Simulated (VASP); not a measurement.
# AlGa3N4 (P1) in VASP: single point with LDA

Aim: the single point of AlGa3N4 with LDA.

Everything below comes from runs of VASP 6.6.1. Logs are shortened: lines on timing, memory, paths and dates and some standing lists are left out, and cuts for length are marked.

**1. The cell of the first run**

The typed cell holds 8 atoms: a = 4.249 Å, b = 4.259 Å, c = 4.650 Å, α = 92.93°, β = 87.44°, γ = 89.80°.

**2. Single point, LDA (atoms moved at random and the cell strained at random)**

Contents of INCAR:

```
SYSTEM = AlGa3N4
PREC = Accurate
ENCUT = 520
EDIFF = 1E-6
ISMEAR = 0
SIGMA = 0.05
LREAL = .False.
LASPH = .True.
NELM = 100
ALGO = Normal
ISIF = 2
LWAVE = .False.
LCHARG = .False.
NBANDS = 41
```

Contents of KPOINTS:

```
regular mesh
0
Gamma
  6 6 6
  0 0 0
```

Contents of POSCAR:

```
AlGa3N4
1.0
    4.2477676985      0.0089299496      0.0992553122
    0.0089299496      4.2579010897     -0.1137608520
    0.0992553122     -0.1137608520      4.6474421497
Al Ga N
1 3 4
Direct
   -0.0052344510      0.0064445134      0.0096579670
    0.5094459584      0.5081143945     -0.0013005844
    0.5151736075      0.0076163937      0.5089689344
   -0.0217258589      0.4908370393      0.4974461645
    0.7642533601      0.7658148628      0.2390829437
    0.7517182980      0.2361785223      0.7571603564
    0.2341086046      0.7641837357      0.7521836066
    0.2522604813      0.2208105384      0.2368006117
```

Potentials or basis: VASP PAW LDA potentials, release 64 (Al, Ga_d, N).

On the command line:

```sh
> cat potpaw_LDA.64/Al/POTCAR potpaw_LDA.64/Ga_d/POTCAR potpaw_LDA.64/N/POTCAR > POTCAR
> mpirun -np 1 vasp_std > vasp.out
```

OUTCAR:

```text
SYSTEM = AlGa3N4
   PREC = Accurate
   ENCUT = 520
   EDIFF = 1E-6
   ISMEAR = 0
   LREAL = .False.
   LASPH = .True.
   NELM = 100
   ISIF = 2

 ion  position               nearest neighbor table
   1  0.995  0.006  0.010-   8 1.78   5 1.78   7 1.81   6 1.90   2 2.96   2 2.97   4 2.99   3 3.02
                             2 3.04   2 3.06   3 3.14
   2  0.509  0.508  0.999-   6 1.85   5 1.90   8 1.99   7 2.03   1 2.96   1 2.97   1 3.04   1 3.06

   3  0.515  0.008  0.509-   6 1.81   5 1.87   7 1.95   8 1.98   4 2.85   1 3.02   1 3.14
   4  0.978  0.491  0.497-   6 1.90   8 1.97   5 1.97   7 1.98   3 2.85   1 2.99
   5  0.764  0.766  0.239-   1 1.78   3 1.87   2 1.90   4 1.97
   6  0.752  0.236  0.757-   3 1.81   2 1.85   4 1.90   1 1.90
   7  0.234  0.764  0.752-   1 1.81   3 1.95   4 1.98   2 2.03
   8  0.252  0.221  0.237-   1 1.78   4 1.97   3 1.98   2 1.99

  LATTYP: Found a triclinic cell.
 ALAT       =     6.1432783162
 B/A-ratio  =     0.6933480250
 C/A-ratio  =     0.6916399239
 COS(alpha) =     0.0035729725
 COS(beta)  =     0.0362627492
 COS(gamma) =     0.6546657772

  Lattice vectors:

 A1 = (  -0.1081852618,  -4.1441402377,  -4.5336812977)
 A2 = (  -0.0089299496,  -4.2579010897,   0.1137608520)
 A3 = (  -4.2477676985,  -0.0089299496,  -0.0992553122)

Analysis of symmetry for initial positions (statically):
=====================================================================
 Subroutine PRICEL returns:
 Original cell was already a primitive cell.

 Routine SETGRP: Setting up the symmetry group for a
 triclinic supercell.

 Subroutine GETGRP returns: Found  1 space group operations
 (whereof  1 operations were pure point group operations)
 out of a pool of  2 trial point group operations.

The static configuration has the point symmetry C_1 .

Analysis of symmetry for dynamics (positions and initial velocities):
=====================================================================
 Subroutine PRICEL returns:
 Original cell was already a primitive cell.

 Routine SETGRP: Setting up the symmetry group for a
 triclinic supercell.

 Subroutine GETGRP returns: Found  1 space group operations
 (whereof  1 operations were pure point group operations)
 out of a pool of  2 trial point group operations.

The dynamic configuration has the point symmetry C_1 .

 Subroutine INISYM returns: Found  1 space group operations
 (whereof  1 operations are pure point group operations),
 and found     1 'primitive' translations

----------------------------------------------------------------------------------------

                                     Primitive cell

  volume of cell :      83.9588

  direct lattice vectors                    reciprocal lattice vectors
     4.247767698  0.008929950  0.099255312     0.235536993 -0.000628794 -0.005045750
     0.008929950  4.257901090 -0.113760852    -0.000628794  0.235012874  0.005766113
     0.099255312 -0.113760852  4.647442150    -0.005045750  0.005766113  0.215421030

  length of vectors
     4.248936547  4.259429887  4.649893728     0.235591872  0.235084441  0.215557250

  position of ions in fractional coordinates (direct lattice)
     0.994765549  0.006444513  0.009657967
     0.509445958  0.508114394  0.998699416
     0.515173608  0.007616394  0.508968934
     0.978274141  0.490837039  0.497446164
     0.764253360  0.765814863  0.239082944
     0.751718298  0.236178522  0.757160356
     0.234108605  0.764183736  0.752183607
     0.252260481  0.220810538  0.236800612

  ion indices of the primitive-cell ions
   primitive index   ion index
                 1           1
                 2           2
                 3           3
                 4           4
                 5           5
                 6           6
                 7           7
                 8           8

----------------------------------------------------------------------------------------

 KPOINTS: regular mesh

Automatic generation of k-mesh.
 Grid dimensions read from file:
 generate k-points for:    6    6    6

 Generating k-lattice:

  Cartesian coordinates                     Fractional coordinates (reciprocal lattice)
     0.039256166 -0.000104799 -0.000840958     0.166666667  0.000000000  0.000000000
    -0.000104799  0.039168812  0.000961019     0.000000000  0.166666667  0.000000000
    -0.000840958  0.000961019  0.035903505     0.000000000  0.000000000  0.166666667

  Length of vectors
     0.039265312  0.039180740  0.035926208

  Shift w.r.t. Gamma in fractional coordinates (k-lattice)
     0.000000000  0.000000000  0.000000000

 Subroutine IBZKPT returns following result:
 ===========================================

 Found    112 irreducible k-points:

 Following reciprocal coordinates:
            Coordinates               Weight
  0.000000  0.000000  0.000000      1.000000
  0.166667 -0.000000  0.000000      2.000000
  0.333333 -0.000000  0.000000      2.000000
  0.500000 -0.000000  0.000000      1.000000
 -0.000000  0.166667  0.000000      2.000000
  0.166667  0.166667  0.000000      2.000000
[... 16 lines left out ...]
  0.333333  0.000000  0.166667      2.000000
  0.500000  0.000000  0.166667      2.000000
 [... further k-points ...]
   k-points           NKPTS =    112   k-points in BZ     NKDIM =    112   number of bands    NBANDS=     41
   number of dos      NEDOS =    301   number of ions     NIONS =      8
   total plane-waves  NPLWV =  36864
   dimension x,y,z NGX =    32 NGY =   32 NGZ =   36
   dimension x,y,z NGXF=    64 NGYF=   64 NGZF=   72
   ions per type =               1   3   4
   NGX,Y,Z   is equivalent  to a cutoff of  12.52, 12.49, 12.87 a.u.
   NGXF,Y,Z  is equivalent  to a cutoff of  25.04, 24.98, 25.74 a.u.
 SYSTEM =  AlGa3N4
   PREC   = accura    normal or accurate (medium, high low for compatibility)
   ISTART =      0    job   : 0-new  1-cont  2-samecut
   ICHARG =      2    charge: 1-file 2-atom 10-const
   ISPIN  =      1    spin polarized calculation?
   LNONCOLLINEAR =      F non collinear calculations
   LSORBIT =      F    spin-orbit coupling
   LASPH  =      T    aspherical Exc in radial PAW
   ENCUT  =  520.0 eV  38.22 Ry    6.18 a.u.   7.90  7.92  8.65*2*pi/ulx,y,z
   NELM   =    100;   NELMIN=  2; NELMDL= -5     # of ELM steps
   EDIFF  = 0.1E-05   stopping-criterion for ELM
   LREAL  =      F    real-space projection
   EDIFFG = 0.1E-04   stopping-criterion for IOM
   NSW    =      0    number of steps for IOM
   IBRION =     -1    ionic relax: 0-MD 1-quasi-New 2-CG
   NFREE  =      0    steps in history (QN), initial steepest desc. (CG)
   ISIF   =      2    stress and relaxation
   ISYM   =      2    0-nonsym 1-usesym 2-fastsym
   POTIM  = 0.5000    time-step for ionic-motion
   TEBEG  =    0.0;   TEEND  =   0.0 temperature during run
   PSTRESS=    0.0 pullay stress
   NELECT =      62.0000    total number of electrons
   NUPDOWN=      -1.0000    fix difference up-down
   EMIN   =  10.00;   EMAX   =-10.00  energy-range for DOS
   EFERMI =   0.00;   METHOD = LEGACY
   ISMEAR =     0;   SIGMA  =   0.05  broadening in eV -4-tet -1-fermi 0-gaus
   EFERMI_NEDOS =   21; number of points for ismear=-14 and -15
   IALGO  =     38    algorithm
   IMIX   =      4    mixing-type and parameters
     AMIX     =   0.40;   BMIX     =  1.00
     AMIX_MAG =   1.60;   BMIX_MAG =  1.00
  volume/ion in A,a.u.               =      10.49        70.82
  Fermi-wavevector in a.u.,A,eV,Ry     =   1.479733  2.796289 29.791440  2.189609
  Thomas-Fermi vector in A             =   2.593854
   LORBIT       =      0    0 simple, 1 ext, 2 COOP (PROOUT), +10 PAW based schemes
   GGA     = CA    functional components
   LHFCALC =     F    Hartree Fock is set to
   AEXX    =    0.0000 exact exchange contribution
   IVDW    =     0    specifies the selected vdW correction
   LEPSILON=     F    determine dielectric tensor
   LRPA    =     F    only Hartree local field effects (RPA)
 non-spin polarized calculation
 Gauss-broadening in eV      SIGMA  =   0.05
  energy-cutoff  :      520.00
  volume of cell :       83.96
 maximum number of plane-waves:      2279
   NGX = 15   NGY = 15   NGZ = 17

 number of electron      62.0000019 magnetization

 Free energy of the ion-electron system (eV)
  ---------------------------------------------------
  ext. energy  EPLUGINS =         0.00000000
  ---------------------------------------------------
  free energy    TOTEN  =       -57.15594869 eV

  energy without entropy =      -57.15594869  energy(sigma->0) =      -57.15594869

 E-fermi :   6.2336     XC(G=0): -12.2610

 val. band max:        6.0119038861   @ k =   0.0000   0.0000   0.0000
 cond. band min:       8.3029791362   @ k =   0.0000   0.0000   0.0000
 fundamental gap:      2.2910752501
 Fermi energy:         6.2336338637

 k-point     1 :       0.0000    0.0000    0.0000
  band No.  band energies     occupation
      1     -10.3419      2.00000
      2      -9.1362      2.00000
      3      -8.6607      2.00000
      4      -8.4438      2.00000
      5      -7.6178      2.00000
      6      -7.6031      2.00000
[... 33 lines left out ...]
     40      16.8234      0.00000
     41      17.4792      0.00000

 k-point     2 :       0.1667   -0.0000    0.0000
  band No.  band energies     occupation
      1     -10.2304      2.00000
      2      -9.1352      2.00000
      3      -8.6759      2.00000
      4      -8.4435      2.00000
      5      -7.6069      2.00000
      6      -7.6012      2.00000
[... 33 lines left out ...]
     40      16.5761      0.00000
     41      17.3912      0.00000

 k-point     3 :       0.3333   -0.0000    0.0000
  band No.  band energies     occupation
      1      -9.9641      2.00000
      2      -9.1240      2.00000
      3      -8.7336      2.00000
      4      -8.4429      2.00000
      5      -7.5907      2.00000
      6      -7.5771      2.00000
[... 875 lines left out ...]
      2      -9.1514      2.00000
      3      -8.7172      2.00000
      4      -8.4436      2.00000
      5      -7.5903      2.00000
      6      -7.5661      2.00000
[... 33 lines left out ...]
     40      16.2478      0.00000
     41      16.5260      0.00000

 k-point    24 :       0.5000    0.0000    0.1667
  band No.  band energies     occupation
      1      -9.7528      2.00000
      2      -9.1227      2.00000
      3      -8.7694      2.00000
      4      -8.4463      2.00000
      5      -7.5779      2.00000
      6      -7.5405      2.00000
[... 33 lines left out ...]
     40      16.2263      0.00000
     41      16.6125      0.00000

 [... further k-points ...]

------------------------ aborting loop because EDIFF is reached ----------------------------------------

  FORCE on cell =-STRESS in cart. coord.  units (eV):
  Direction    XX          YY          ZZ          XY          YZ          ZX
  --------------------------------------------------------------------------------------
  -------------------------------------------------------------------------------------
  Total        7.2312472      7.0556684      0.8434246      1.3139348      5.8661704     -3.6964444
  in kB      137.9931339    134.6425818     16.0949838     25.0736809    111.9435159    -70.5388617
  external PRESSURE =      96.2435665 kB  Pullay stress =       0.0000000 kB

 VOLUME and BASIS-vectors are now :
 -----------------------------------------------------------------------------
  energy-cutoff  :      520.00
  volume of cell :       83.96
      direct lattice vectors                 reciprocal lattice vectors
     4.247767698  0.008929950  0.099255312     0.235536993 -0.000628794 -0.005045750
     0.008929950  4.257901090 -0.113760852    -0.000628794  0.235012874  0.005766113
     0.099255312 -0.113760852  4.647442150    -0.005045750  0.005766113  0.215421030

 POSITION                                       TOTAL-FORCE (eV/Angst)
 -----------------------------------------------------------------------------------
      4.22655      0.03522      0.14289         0.392164      0.002593     -1.516468
      2.26767      2.05444      4.63416        -2.012915      0.436031      0.327675
      2.23892     -0.02087      2.41567        -2.497342     -0.903246     -0.768385
      4.20924      2.04208      2.35311         1.864558      0.782415     -0.215961
      3.27694      3.24039      1.09986        -0.532665     -1.695555      0.966560
      3.27039      0.92620      3.56660         1.156771      0.653020      0.478805
      1.07592      3.17034      3.43203         0.895726     -1.391019     -0.592841
      1.09702      0.91550      1.10044         0.733704      2.115761      1.320615
 -----------------------------------------------------------------------------------
    total drift:                               -0.000189     -0.000007      0.000411

  FREE ENERGIE OF THE ION-ELECTRON SYSTEM (eV)
  ---------------------------------------------------
  free  energy   TOTEN  =       -57.1559486911 eV

  energy  without entropy=      -57.1559486911  energy(sigma->0) =      -57.15594869
```

Wall time 10 min (1 thread of Oxide Virtual Turin-like, shared host); peak memory 0.35 GiB.

What came out:

| Quantity | Value |
| --- | --- |
| Free energy | -57.1559 eV |
| Pressure | 9.6 GPa |
| Largest force | 2.765 eV/Å |
| Band gap on the k mesh | 2.29 eV |

Forces on the atoms (eV/Å):
```
Al   0.392  0.003 -1.516
Ga  -2.013  0.436  0.328
Ga  -2.497 -0.903 -0.768
Ga   1.865  0.782 -0.216
N   -0.533 -1.696  0.967
N    1.157  0.653  0.479
N    0.896 -1.391 -0.593
N    0.734  2.116  1.321
```

Levels at points of the mesh, in eV from the valence-band top:
```csv
k point,band 27,band 28,band 29,band 30,band 31,band 32,band 33,band 34,band 35,band 36
"(0.00, 0.00, 0.00)",-2.27,-2.12,-0.50,-0.20,0.00,2.29,2.83,3.07,3.99,5.93
"(0.50, 0.00, 0.00)",-2.82,-2.56,-1.74,-1.40,-1.19,4.48,5.16,5.90,6.53,7.33
"(0.00, 0.50, 0.00)",-2.65,-2.26,-1.68,-1.54,-1.30,4.68,4.95,6.21,6.49,7.56
"(0.50, 0.50, 0.00)",-3.25,-0.98,-0.83,-0.65,-0.25,6.08,6.61,6.96,7.21,7.70
"(0.00, 0.00, 0.50)",-3.17,-1.46,-1.29,-1.11,-1.00,4.44,4.62,5.53,5.68,7.68
"(0.50, 0.00, 0.50)",-2.82,-1.75,-1.42,-1.18,-0.82,5.98,6.39,6.49,6.72,6.91
"(0.00, 0.50, 0.50)",-2.93,-1.91,-1.64,-0.88,-0.82,5.67,6.38,6.81,6.98,7.12
"(0.50, 0.50, 0.50)",-1.03,-0.75,-0.64,-0.49,-0.39,4.37,4.83,5.00,5.94,8.40
```

Caveat: the cell differs from its parent crystal (atoms moved at random and the cell strained at random); the stress differs along the axes, from 2 to 14 GPa; forces of over 1 eV/Å act on the atoms, so gaps and moduli don't describe the material at rest.
